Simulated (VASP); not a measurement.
LiTaSe2:

```
CELL_PARAMETERS angstrom
3.54734 0.00000 0.00000
-1.77367 3.07208 0.00000
0.00000 0.00000 6.83720
ATOMIC_POSITIONS crystal
Li 0.00000 0.00000 0.50000
Ta 0.00000 0.00000 0.00000
Se 0.33333 0.66667 0.24518
Se 0.66667 0.33333 0.75482
```

* Program: VASP 6.6.1
* Task: relaxation of cell and atoms
* Functional: PBEsol
* Potentials or basis: VASP PAW PBE potentials, release 64 (Li_sv, Ta_pv, Se)
* Cutoff: 600 eV
* k mesh: 7 × 7 × 3
* Occupations: methfessel-paxton, width 0.1 eV
* Spin: no spin polarisation

At the start: pressure -4.3 GPa; volume 18.63 Å³/atom.

Task: How do energy, volume and symmetry change on relaxing?

Result: Over 5 steps the energy falls by 12.3 meV/atom and the volume is 17.71 Å³/atom (-4.9 %); space group P-3m1 (No. 164, to 0.05 Å).

Step by step:
```csv
step,energy change (eV),largest force (eV/Å),pressure (GPa),volume (Å³)
1,0.0000,0.3130,-4.30,74.51
2,-0.0068,0.6976,4.21,69.25
3,-0.0421,0.1875,-0.18,71.68
4,-0.0467,0.1119,-0.12,71.33
5,-0.0492,0.0024,-0.01,70.83
```

Final structure:
```
Li Ta Se
1.0
     3.46913    0.00000    0.00000
    -1.73456    3.00435    0.00000
     0.00000    0.00000    6.79557
Li Ta Se
1 1 2
Direct
  0.00000 0.00000 0.50000
  0.00000 0.00000 0.00000
  0.33333 0.66667 0.24676
  0.66667 0.33333 0.75324
```

Caveat: the cutoff is under 1.25 times the usual one of these potentials, so pressure, stress and relaxed cells hold a basis-set (Pulay) error; the PAW data sets were made with another functional, which shifts forces and pressure a little.
